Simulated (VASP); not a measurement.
# Cu3Pt (Pm-3m) in VASP: a series of runs, part 2 of 2

VASP 6.6.1.

**3. Relaxation of cell and atoms, LDA, target pressure 30 GPa, at which the enthalpy is minimised**

Input file INCAR:

```
SYSTEM = Cu3Pt
PREC = Accurate ; ENCUT = 600
EDIFF = 1E-7 ; ISMEAR = -1
SIGMA = 0.1 ; LREAL = .False.
LASPH = .True. ; NELM = 100
ALGO = Normal ; ISIF = 3
LWAVE = .False. ; LCHARG = .False.
IBRION = 2 ; NSW = 80
EDIFFG = -0.005 ; PSTRESS = 300.0
```

Input file KPOINTS:

```
regular mesh
0
Gamma
  6 6 6
  0 0 0
```

Input file POSCAR:

```
Cu3Pt
1.0
    3.7100000000      0.0000000000      0.0000000000
    0.0000000000      3.7100000000      0.0000000000
    0.0000000000      0.0000000000      3.7100000000
Cu Pt
3 1
Direct
    0.0000000000      0.5000000000      0.5000000000
    0.5000000000      0.0000000000      0.5000000000
    0.5000000000      0.5000000000      0.0000000000
    0.0000000000      0.0000000000      0.0000000000
```

Potentials or basis: VASP PAW LDA potentials, release 64 (Cu, Pt).

Started as:

```bash
cat potpaw_LDA.64/Cu/POTCAR potpaw_LDA.64/Pt/POTCAR > POTCAR
mpirun -np 1 vasp_std > vasp.out
```

OUTCAR:

```text
SYSTEM = Cu3Pt
   PREC = Accurate
   ENCUT = 600
   EDIFF = 1E-7
   ISMEAR = -1
   LREAL = .False.
   LASPH = .True.
   NELM = 100
   ISIF = 3
   IBRION = 2
   NSW = 80
   EDIFFG = -0.005
   PSTRESS = 300.0

 ion  position               nearest neighbor table
   1  0.000  0.500  0.500-   2 2.62   3 2.62   4 2.62   3 2.62   4 2.62   2 2.62   4 2.62   4 2.62
                             2 2.62   3 2.62   3 2.62   2 2.62
   2  0.500  0.000  0.500-   1 2.62   3 2.62   4 2.62   3 2.62   4 2.62   1 2.62   3 2.62   3 2.62
                             1 2.62   4 2.62   4 2.62   1 2.62
   3  0.500  0.500  0.000-   1 2.62   2 2.62   4 2.62   1 2.62   2 2.62   2 2.62   4 2.62   2 2.62
                             1 2.62   4 2.62   1 2.62   4 2.62
   4  0.000  0.000  0.000-   1 2.62   2 2.62   3 2.62   1 2.62   2 2.62   1 2.62   3 2.62   1 2.62
                             2 2.62   3 2.62   2 2.62   3 2.62

  LATTYP: Found a simple cubic cell.
 ALAT       =     3.7100000000

[... 181 lines left out ...]

 E-fermi :   7.9130     XC(G=0): -13.2024

 val. band max:        7.8845239077   @ k =   0.5000   0.5000   0.0000
 cond. band min:       8.1040703503   @ k =   0.3333   0.1667   0.1667
 fundamental gap:      0.2195464426
 Fermi energy:         7.9129516925

 k-point     1 :       0.0000    0.0000    0.0000
  band No.  band energies     occupation
      1      -1.2114      2.00000
      2       2.5561      2.00000
      3       2.5561      2.00000
      4       3.3875      2.00000
      5       3.3875      2.00000
      6       3.3875      2.00000
[... 708 lines left out ...]
--------------------------------------- Ionic step        5  -------------------------------------------

 number of electron      43.0000023 magnetization

 Free energy of the ion-electron system (eV)
  ---------------------------------------------------
  ext. energy  EPLUGINS =         0.00000000
  ---------------------------------------------------
  free energy    TOTEN  =       -21.78866463 eV

  energy without entropy =      -21.74663983  energy(sigma->0) =      -21.76765223

 E-fermi :  10.5657     XC(G=0): -14.2143

 val. band max:       10.5578121871   @ k =   0.5000   0.5000   0.0000
 cond. band min:      10.5733798430   @ k =   0.0000   0.0000   0.0000
 fundamental gap:      0.0155676559
 Fermi energy:        10.5656903643

 k-point     1 :       0.0000    0.0000    0.0000
  band No.  band energies     occupation
      1      -0.0878      2.00000
      2       3.7397      2.00000
      3       3.7397      2.00000
      4       4.8037      2.00000
      5       4.8037      2.00000
      6       4.8037      2.00000
[... 584 lines left out ...]
  energy  without entropy=      -21.7466398344  energy(sigma->0) =      -21.76765223

  enthalpy is  TOTEN    =       -13.7125944453 eV   P V=        8.0760701817

 reached required accuracy - stopping structural energy minimisation
```

CONTCAR:

```text
Cu3Pt
   1.00000000000000
     3.5069518571963547    0.0000000000000000   -0.0000000000000000
    -0.0000000000000000    3.5069518571963547   -0.0000000000000000
     0.0000000000000000   -0.0000000000000000    3.5069518571963547
  Cu              Pt
     3     1
Direct
     0.0000000000000000    0.5000000000000000    0.5000000000000000
     0.5000000000000000    0.0000000000000000    0.5000000000000000
     0.5000000000000000    0.5000000000000000    0.0000000000000000
     0.0000000000000000    0.0000000000000000    0.0000000000000000

  0.00000000E+00  0.00000000E+00  0.00000000E+00
  0.00000000E+00  0.00000000E+00  0.00000000E+00
  0.00000000E+00  0.00000000E+00  0.00000000E+00
  0.00000000E+00  0.00000000E+00  0.00000000E+00
```

It took 3.9 min on 1 thread of AMD EPYC 7R43 (Zen 3), shared host; peak memory 0.14 GiB.

What came out:

```yaml
Free_energy: -21.7887 eV
Relaxed_volume: 10.78 Å³/atom
Relaxed_cell: a = 3.507 Å, b = 3.507 Å, c = 3.507 Å, α = 90.00°, β = 90.00°, γ = 90.00°
Space_group_after_relaxing_to_0.05_Å: Pm-3m (No. 221)
Energy_change_on_relaxing_the_enthalpy_is_what_falls: +70.9 meV/atom
Ionic_steps: 5
Pressure_after_relaxing: 30.0 GPa
```

The path:
| step | energy change (eV) | largest force (eV/Å) | pressure (GPa) | volume (Å³) |
| --- | --- | --- | --- | --- |
| 1 | 0.0000 | 0.0000 | -11.58 | 51.06 |
| 2 | 10.9289 | 0.0000 | 315.36 | 30.29 |
| 3 | 0.1444 | 0.0000 | 23.33 | 43.97 |
| 4 | 0.2239 | 0.0000 | 27.27 | 43.47 |
| 5 | 0.2838 | 0.0000 | 30.00 | 43.13 |

Final structure:
```
CELL_PARAMETERS angstrom
3.50695 0.00000 0.00000
0.00000 3.50695 0.00000
0.00000 0.00000 3.50695
ATOMIC_POSITIONS crystal
Cu 0.00000 0.50000 0.50000
Cu 0.50000 0.00000 0.50000
Cu 0.50000 0.50000 0.00000
Pt 0.00000 0.00000 0.00000
```

Caveat: the cell is relaxed towards a set pressure, so the enthalpy falls and the energy may rise; the volume moved by over 15 % at a fixed basis, so the end points are rough; spin-orbit coupling is left out, which moves the levels of the heavy elements.

**4. Relaxation of cell and atoms, LDA, target pressure 40 GPa, at which the enthalpy is minimised**

Input file INCAR:

```
SYSTEM = Cu3Pt
PREC = Accurate
ENCUT = 600
EDIFF = 1E-7
ISMEAR = -1
SIGMA = 0.1
LREAL = .False.
LASPH = .True.
NELM = 80
ALGO = Normal
ISIF = 3
LWAVE = .False.
LCHARG = .False.
IBRION = 2
NSW = 80
EDIFFG = -0.005
PSTRESS = 400.0
```

KPOINTS is that of step 3.

POSCAR is that of step 3.

Started as:

```bash
cat potpaw_LDA.64/Cu/POTCAR potpaw_LDA.64/Pt/POTCAR > POTCAR
mpirun -np 1 vasp_std > vasp.out
```

Run time: 7.4 min. Hardware: 1 thread of AMD EPYC 7R43 (Zen 3), shared host; peak memory 0.14 GiB.

The run converged. Its results:

```
Free energy                                            : -21.5458 eV
Relaxed volume                                         : 10.50 Å³/atom
Relaxed cell                                           : a = 3.476 Å, b = 3.476 Å, c = 3.476 Å, α = 90.00°, β = 90.00°, γ = 90.00°
Space group after relaxing (to 0.05 Å)                 : Pm-3m (No. 221)
Energy change on relaxing (the enthalpy is what falls) : +131.6 meV/atom
Ionic steps                                            : 15
Pressure after relaxing                                : 40.0 GPa
```

Step by step:
| step | energy change (eV) | largest force (eV/Å) | pressure (GPa) | volume (Å³) |
| --- | --- | --- | --- | --- |
| 1 | 0.0000 | 0.0000 | -11.58 | 51.06 |
| 2 | 21.6765 | 0.0000 | 579.50 | 26.32 |
| 3 | 0.2498 | 0.0000 | 28.46 | 43.32 |
| 4 | 0.3812 | 0.0000 | 34.17 | 42.64 |
| 5 | 0.5312 | 0.0000 | 40.18 | 42.00 |
| 6 | 0.4894 | 0.0000 | 38.59 | 42.17 |
| 7 | 0.4921 | 0.0000 | 38.62 | 42.16 |
| 8 | 0.5002 | 0.0000 | 38.99 | 42.12 |
| 9 | 0.5003 | 0.0000 | 38.96 | 42.12 |
| 10 | 0.5007 | 0.0000 | 39.00 | 42.12 |
| 11 | 0.5015 | 0.0000 | 39.03 | 42.12 |
| 12 | 0.5032 | 0.0000 | 39.06 | 42.11 |
| 13 | 0.5065 | 0.0000 | 39.24 | 42.10 |
| 14 | 0.5132 | 0.0000 | 39.50 | 42.07 |
| 15 | 0.5266 | 0.0000 | 40.02 | 42.02 |

Final structure:
```yaml
crystal:
  lattice:
    - [3.47645, 0.00000, 0.00000]
    - [0.00000, 3.47645, 0.00000]
    - [0.00000, 0.00000, 3.47645]
  atoms:
    - { symbol: Cu, position: [0.00000, 0.50000, 0.50000] }
    - { symbol: Cu, position: [0.50000, 0.00000, 0.50000] }
    - { symbol: Cu, position: [0.50000, 0.50000, 0.00000] }
    - { symbol: Pt, position: [0.00000, 0.00000, 0.00000] }
```

Levels at points of the mesh, in eV from the Fermi level:
| k point | band 19 | band 20 | band 21 | band 22 | band 23 | band 24 | band 25 |
| --- | --- | --- | --- | --- | --- | --- | --- |
| (0.00, 0.00, 0.00) | 0.02 | 0.02 | 0.02 | 1.72 | 1.72 | 1.72 | 8.61 |
| (0.50, 0.00, 0.00) | -1.80 | -1.44 | -1.29 | -0.05 | 7.50 | 7.50 | 8.61 |
| (0.50, 0.50, 0.00) | -1.85 | -1.85 | -0.01 | -0.01 | 1.21 | 2.23 | 10.13 |
| (0.50, 0.50, 0.50) | -0.88 | -0.85 | -0.85 | -0.85 | -0.53 | -0.53 | 4.96 |

Caveat: the cell is relaxed towards a set pressure, so the enthalpy falls and the energy may rise; the volume moved by over 15 % at a fixed basis, so the end points are rough; spin-orbit coupling is left out, which moves the levels of the heavy elements.

**5. Summary**

| cell | gap on the mesh (eV) | pressure (GPa) |
| --- | --- | --- |
| relaxed to 20 GPa | none | 20.0 |
| relaxed to 30 GPa | none | 30.0 |
| relaxed to 40 GPa | none | 40.0 |

Alike in all rows: task relaxation of cell and atoms; level LDA; potentials or basis VASP PAW LDA potentials, release 64 (Cu, Pt); no spin polarisation; k mesh 6 × 6 × 6; cutoff (eV) 600; smearing fermi-dirac 0.1 eV.

Caveats: the cell is relaxed towards a set pressure, so the enthalpy falls and the energy may rise; spin-orbit coupling is left out, which moves the levels of the heavy elements; the volume moved by over 15 % at a fixed basis, so the end points are rough (some runs).

Absolute energies hang on the potentials; compare differences alone.
